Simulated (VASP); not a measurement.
# Hf5S3 (P-6m2) in VASP: relaxation of cell and atoms with PBE

Aim: the relaxation of cell and atoms of Hf5S3 with PBE.

Everything below comes from runs of VASP 6.6.1. Logs are shortened: lines on timing, memory, paths and dates and some standing lists are left out, and cuts for length are marked.

## Step 1: The cell of the first run

The structure is hexagonal, space group P-6m2 (No. 187). Conventional cell: a = 3.360 Å, b = 3.360 Å, c = 15.482 Å, α = 90.00°, β = 90.00°, γ = 120.00°. Within 3.6 Å of Hf (site symmetry 3m) lie 3 S at 2.65 Å and 10 Hf at 3.11 to 3.54 Å. Within 3.4 Å of Hf (site symmetry -6m2) lie 6 S at 2.60 Å and 6 Hf at 3.36 Å. Hf (site symmetry 3m) has 3 S at 2.63 Å and 10 Hf at 3.11 to 3.55 Å within 3.6 Å. Within 3.5 Å of S (site symmetry 3m) lie 6 Hf at 2.60 to 2.65 Å and 7 S at 3.36 to 3.47 Å. S (site symmetry -6m2) has 6 Hf at 2.63 Å and 6 S at 3.36 Å within 3.5 Å.

## Step 2: Relaxation of cell and atoms, PBE

INCAR reads:

```
  ALGO = Normal
  EDIFF = 1E-6
  EDIFFG = -0.01
  ENCUT = 600
  GGA = PE
  IBRION = 2
  ISIF = 3
  ISMEAR = 0
  LASPH = T
  LCHARG = F
  LREAL = F
  LWAVE = F
  NELM = 100
  NSW = 100
  PREC = Accurate
  SIGMA = 0.1
```

KPOINTS reads:

```
k-points
0
Gamma
  12 12 2
```

POSCAR reads:

```
Hf5S3
1.0
    3.3595467623      0.0000000000      0.0000000000
   -1.6797733812      2.9094528414      0.0000000000
    0.0000000000      0.0000000000     15.4818745904
Hf S
5 3
Direct
    0.0000000000      0.0000000000      0.2285170040
    0.0000000000      0.0000000000      0.7714829960
    0.0000000000      0.0000000000      0.0000000000
    0.3333333333      0.6666666667      0.3854502223
    0.3333333333      0.6666666667      0.6145497777
    0.3333333333      0.6666666667      0.1119556010
    0.3333333333      0.6666666667      0.8880443990
    0.6666666667      0.3333333333      0.5000000000
```

Potentials or basis: VASP PAW PBE potentials, release 64 (Hf_pv, S).

Launch:

```console
> cat potpaw_PBE.64/Hf_pv/POTCAR potpaw_PBE.64/S/POTCAR > POTCAR
> mpirun -np 1 vasp_std > vasp.out
```

OUTCAR:

```text
EDIFF = 1E-6
   EDIFFG = -0.01
   ENCUT = 600
   GGA = PE
   IBRION = 2
   ISIF = 3
   ISMEAR = 0
   LASPH = T
   LREAL = F
   NELM = 100
   NSW = 100
   PREC = Accurate

 ion  position               nearest neighbor table
   1  0.000  0.000  0.229-   6 2.65   6 2.65   6 2.65   4 3.11   4 3.11   4 3.11   3 3.54
   2  0.000  0.000  0.771-   7 2.65   7 2.65   7 2.65   5 3.11   5 3.11   5 3.11   3 3.54
   3  0.000  0.000  0.000-   6 2.60   7 2.60   6 2.60   7 2.60   6 2.60   7 2.60   1 3.54   2 3.54

   4  0.333  0.667  0.385-   8 2.63   8 2.63   8 2.63   1 3.11   1 3.11   1 3.11   5 3.55
   5  0.333  0.667  0.615-   8 2.63   8 2.63   8 2.63   2 3.11   2 3.11   2 3.11   4 3.55
   6  0.333  0.667  0.112-   3 2.60   3 2.60   3 2.60   1 2.65   1 2.65   1 2.65
   7  0.333  0.667  0.888-   3 2.60   3 2.60   3 2.60   2 2.65   2 2.65   2 2.65
   8  0.667  0.333  0.500-   4 2.63   5 2.63   4 2.63   5 2.63   4 2.63   5 2.63

  LATTYP: Found a hexagonal cell.
 ALAT       =     3.3595467623
 C/A-ratio  =     4.6083223976

  Lattice vectors:

 A1 = (   3.3595467623,   0.0000000000,   0.0000000000)
 A2 = (  -1.6797733812,   2.9094528414,   0.0000000000)
 A3 = (   0.0000000000,   0.0000000000,  15.4818745904)

Analysis of symmetry for initial positions (statically):
=====================================================================
 Subroutine PRICEL returns:
 Original cell was already a primitive cell.

 Routine SETGRP: Setting up the symmetry group for a
 hexagonal supercell.

 Subroutine GETGRP returns: Found 12 space group operations
 (whereof 12 operations were pure point group operations)
 out of a pool of 24 trial point group operations.

The static configuration has the point symmetry D_3h.

Analysis of symmetry for dynamics (positions and initial velocities):
=====================================================================
 Subroutine PRICEL returns:
 Original cell was already a primitive cell.

 Routine SETGRP: Setting up the symmetry group for a
 hexagonal supercell.

 Subroutine GETGRP returns: Found 12 space group operations
 (whereof 12 operations were pure point group operations)
 out of a pool of 24 trial point group operations.

The dynamic configuration has the point symmetry D_3h.

 Subroutine INISYM returns: Found 12 space group operations
 (whereof 12 operations are pure point group operations),
 and found     1 'primitive' translations

----------------------------------------------------------------------------------------

                                     Primitive cell

  volume of cell :     151.3267

  direct lattice vectors                    reciprocal lattice vectors
     3.359546762  0.000000000  0.000000000     0.297659200  0.171853619  0.000000000
    -1.679773381  2.909452841  0.000000000     0.000000000  0.343707238  0.000000000
     0.000000000  0.000000000 15.481874590     0.000000000  0.000000000  0.064591661

  length of vectors
     3.359546762  3.359546762 15.481874590     0.343707238  0.343707238  0.064591661

  position of ions in fractional coordinates (direct lattice)
     0.000000000  0.000000000  0.228517004
     0.000000000  0.000000000  0.771482996
     0.000000000  0.000000000  0.000000000
     0.333333333  0.666666667  0.385450222
     0.333333333  0.666666667  0.614549778
     0.333333333  0.666666667  0.111955601
     0.333333333  0.666666667  0.888044399
     0.666666667  0.333333333  0.500000000

  ion indices of the primitive-cell ions
   primitive index   ion index
                 1           1
                 2           2
                 3           3
                 4           4
                 5           5
                 6           6
                 7           7
                 8           8

----------------------------------------------------------------------------------------

 KPOINTS: k-points

Automatic generation of k-mesh.
 Grid dimensions read from file:
 generate k-points for:   12   12    2

 Generating k-lattice:

  Cartesian coordinates                     Fractional coordinates (reciprocal lattice)
     0.024804933  0.014321135  0.000000000     0.083333333  0.000000000  0.000000000
     0.000000000  0.028642270  0.000000000     0.000000000  0.083333333  0.000000000
     0.000000000  0.000000000  0.032295831     0.000000000  0.000000000  0.500000000

  Length of vectors
     0.028642270  0.028642270  0.032295831

  Shift w.r.t. Gamma in fractional coordinates (k-lattice)
     0.000000000  0.000000000  0.000000000

 Subroutine IBZKPT returns following result:
 ===========================================

 Found     38 irreducible k-points:

 Following reciprocal coordinates:
            Coordinates               Weight
  0.000000  0.000000  0.000000      1.000000
  0.083333  0.000000  0.000000      6.000000
  0.166667  0.000000  0.000000      6.000000
  0.250000  0.000000  0.000000      6.000000
  0.333333  0.000000  0.000000      6.000000
  0.416667  0.000000  0.000000      6.000000
[... 16 lines left out ...]
  0.250000  0.000000  0.500000      6.000000
  0.333333  0.000000  0.500000      6.000000
 [... further k-points ...]
   k-points           NKPTS =     38   k-points in BZ     NKDIM =     38   number of bands    NBANDS=     40
   number of dos      NEDOS =    301   number of ions     NIONS =      8
   total plane-waves  NPLWV =  98784
   dimension x,y,z NGX =    28 NGY =   28 NGZ =  126
   dimension x,y,z NGXF=    56 NGYF=   56 NGZF=  252
   ions per type =               5   3
   NGX,Y,Z   is equivalent  to a cutoff of  13.86, 13.86, 13.53 a.u.
   NGXF,Y,Z  is equivalent  to a cutoff of  27.71, 27.71, 27.06 a.u.
 SYSTEM =  unknown system
   PREC   = accura    normal or accurate (medium, high low for compatibility)
   ISTART =      0    job   : 0-new  1-cont  2-samecut
   ICHARG =      2    charge: 1-file 2-atom 10-const
   ISPIN  =      1    spin polarized calculation?
   LNONCOLLINEAR =      F non collinear calculations
   LSORBIT =      F    spin-orbit coupling
   LASPH  =      T    aspherical Exc in radial PAW
   ENCUT  =  600.0 eV  44.10 Ry    6.64 a.u.   6.71  6.71 30.92*2*pi/ulx,y,z
   NELM   =    100;   NELMIN=  2; NELMDL= -5     # of ELM steps
   EDIFF  = 0.1E-05   stopping-criterion for ELM
   LREAL  =      F    real-space projection
   EDIFFG = -.1E-01   stopping-criterion for IOM
   NSW    =    100    number of steps for IOM
   IBRION =      2    ionic relax: 0-MD 1-quasi-New 2-CG
   NFREE  =      1    steps in history (QN), initial steepest desc. (CG)
   ISIF   =      3    stress and relaxation
   ISYM   =      2    0-nonsym 1-usesym 2-fastsym
   POTIM  = 0.5000    time-step for ionic-motion
   TEBEG  =    0.0;   TEEND  =   0.0 temperature during run
   PSTRESS=    0.0 pullay stress
   NELECT =      68.0000    total number of electrons
   NUPDOWN=      -1.0000    fix difference up-down
   EMIN   =  10.00;   EMAX   =-10.00  energy-range for DOS
   EFERMI =   0.00;   METHOD = LEGACY
   ISMEAR =     0;   SIGMA  =   0.10  broadening in eV -4-tet -1-fermi 0-gaus
   EFERMI_NEDOS =   21; number of points for ismear=-14 and -15
   IALGO  =     38    algorithm
   IMIX   =      4    mixing-type and parameters
     AMIX     =   0.40;   BMIX     =  1.00
     AMIX_MAG =   1.60;   BMIX_MAG =  1.00
  volume/ion in A,a.u.               =      18.92       127.65
  Fermi-wavevector in a.u.,A,eV,Ry     =   1.253928  2.369580 21.392924  1.572336
  Thomas-Fermi vector in A             =   2.387757
   LORBIT       =      0    0 simple, 1 ext, 2 COOP (PROOUT), +10 PAW based schemes
   GGA     = PE    functional components
   LHFCALC =     F    Hartree Fock is set to
   AEXX    =    0.0000 exact exchange contribution
   IVDW    =     0    specifies the selected vdW correction
   LEPSILON=     F    determine dielectric tensor
   LRPA    =     F    only Hartree local field effects (RPA)
 conjugate gradient relaxation of ions
 non-spin polarized calculation
 Gauss-broadening in eV      SIGMA  =   0.10
  energy-cutoff  :      600.00
  volume of cell :      151.33
 maximum number of plane-waves:      5088
 NGX is ok and might be reduce to    28
   NGX = 13   NGY = 13   NGZ = 61

--------------------------------------- Ionic step        1  -------------------------------------------

 number of electron      68.0000000 magnetization

 Free energy of the ion-electron system (eV)
  ---------------------------------------------------
  ext. energy  EPLUGINS =         0.00000000
  ---------------------------------------------------
  free energy    TOTEN  =       -70.91513511 eV

  energy without entropy =      -70.88884275  energy(sigma->0) =      -70.90198893

------------------------ aborting loop because EDIFF is reached ----------------------------------------

  FORCE on cell =-STRESS in cart. coord.  units (eV):
  Direction    XX          YY          ZZ          XY          YZ          ZX
  --------------------------------------------------------------------------------------
  -------------------------------------------------------------------------------------
  Total       -0.7679729     -0.7679729     -0.3486328      0.0000000      0.0000000     -0.0000000
  in kB       -8.1309435     -8.1309435     -3.6911636      0.0000000      0.0000000     -0.0000000
  external PRESSURE =      -6.6510169 kB  Pullay stress =       0.0000000 kB
[... 237 lines left out ...]
  energy  without entropy=      -70.8917048244  energy(sigma->0) =      -70.90483345

--------------------------------------- Ionic step        7  -------------------------------------------

 number of electron      67.9999999 magnetization

 Free energy of the ion-electron system (eV)
  ---------------------------------------------------
  ext. energy  EPLUGINS =         0.00000000
  ---------------------------------------------------
  free energy    TOTEN  =       -70.91808612 eV

  energy without entropy =      -70.89187773  energy(sigma->0) =      -70.90498193

 E-fermi :   6.6949     XC(G=0): -11.4157

 val. band max:        6.6882816699   @ k =   0.2500   0.1667   0.0000
 cond. band min:       6.6957929722   @ k =   0.3333   0.0000   0.5000
 fundamental gap:      0.0075113023
 Fermi energy:         6.6948615974

 k-point     1 :       0.0000    0.0000    0.0000
  band No.  band energies     occupation
      1     -24.6325      2.00000
      2     -24.5780      2.00000
      3     -24.4861      2.00000
      4     -24.1765      2.00000
      5     -24.1765      2.00000
      6     -24.1341      2.00000
[... 1021 lines left out ...]
     39       8.9867      0.00000
     40       9.2137      0.00000

 [... further k-points ...]
[... 5 lines left out ...]
  --------------------------------------------------------------------------------------
  -------------------------------------------------------------------------------------
  Total       -0.0364567     -0.0364567     -0.0276423      0.0000000      0.0000000      0.0000000
  in kB       -0.3879525     -0.3879525     -0.2941544      0.0000000      0.0000000      0.0000000
  external PRESSURE =      -0.3566864 kB  Pullay stress =       0.0000000 kB
[... 23 lines left out ...]
  FREE ENERGIE OF THE ION-ELECTRON SYSTEM (eV)
  ---------------------------------------------------
  free  energy   TOTEN  =       -70.9180861215 eV

  energy  without entropy=      -70.8918777326  energy(sigma->0) =      -70.90498193

 reached required accuracy - stopping structural energy minimisation
```

Run time: 14 min. Hardware: 1 thread of AMD EPYC 9R45 (Zen 5), shared host; peak memory 0.42 GiB.

Results:

```
Free energy                           : -70.9181 eV
Relaxed volume                        : 18.82 Å³/atom
Relaxed cell                          : a = 3.350 Å, b = 3.350 Å, c = 15.487 Å, α = 90.00°, β = 90.00°, γ = 120.00°
Space group after relaxing (to 0.1 Å) : P-6m2 (No. 187)
Energy gained by relaxing             : 0.4 meV/atom
Ionic steps                           : 7
Pressure after relaxing               : 0.0 GPa
Largest force after relaxing          : 0.007 eV/Å
Band gap on the k mesh                : zero (bands 34 and 35 overlap by 0.71 eV)
```

Forces in eV/Å, atoms in the order of the input:
```
Hf   0.000  0.000 -0.001
Hf   0.000  0.000  0.001
Hf   0.000  0.000  0.000
Hf   0.000  0.000 -0.001
Hf   0.000  0.000  0.001
S    0.000  0.000  0.007
S    0.000  0.000 -0.007
S    0.000  0.000  0.000
```

Step by step:
| step | energy change (eV) | largest force (eV/Å) | pressure (GPa) | volume (Å³) |
| --- | --- | --- | --- | --- |
| 1 | 0.0000 | 0.0736 | -0.67 | 151.33 |
| 2 | -0.0001 | 0.0299 | 0.86 | 149.61 |
| 3 | -0.0021 | 0.0506 | 0.09 | 150.46 |
| 4 | -0.0027 | 0.0276 | 0.02 | 150.50 |
| 5 | -0.0027 | 0.0275 | 0.00 | 150.52 |
| 6 | -0.0028 | 0.0184 | -0.01 | 150.53 |
| 7 | -0.0030 | 0.0068 | -0.04 | 150.56 |

Final structure:
```
CELL_PARAMETERS angstrom
3.35042 0.00000 0.00000
-1.67521 2.90155 0.00000
0.00000 0.00000 15.48743
ATOMIC_POSITIONS crystal
Hf 0.00000 0.00000 0.22899
Hf 0.00000 0.00000 0.77101
Hf 0.00000 0.00000 0.00000
Hf 0.33333 0.66667 0.38599
Hf 0.33333 0.66667 0.61401
S 0.33333 0.66667 0.11219
S 0.33333 0.66667 0.88781
S 0.66667 0.33333 0.50000
```

Levels at points of the mesh, in eV from the Fermi level:
```csv
k point,band 30,band 31,band 32,band 33,band 34,band 35,band 36,band 37,band 38,band 39
"(0.00, 0.00, 0.00)",-2.12,-0.78,-0.53,0.46,0.46,0.54,0.54,0.78,0.78,1.38
"(0.50, 0.00, 0.00)",-1.88,-1.80,-1.54,-1.25,-1.14,0.17,0.76,1.07,2.10,2.62
"(0.00, 0.00, 0.50)",-1.77,-1.37,0.38,0.41,0.41,0.44,0.66,0.66,0.67,0.67
"(0.50, 0.00, 0.50)",-2.16,-1.70,-1.53,-1.41,-0.89,0.03,0.85,1.26,1.60,2.53
```

Caveat: spin-orbit coupling is left out, which moves the levels of the heavy elements.
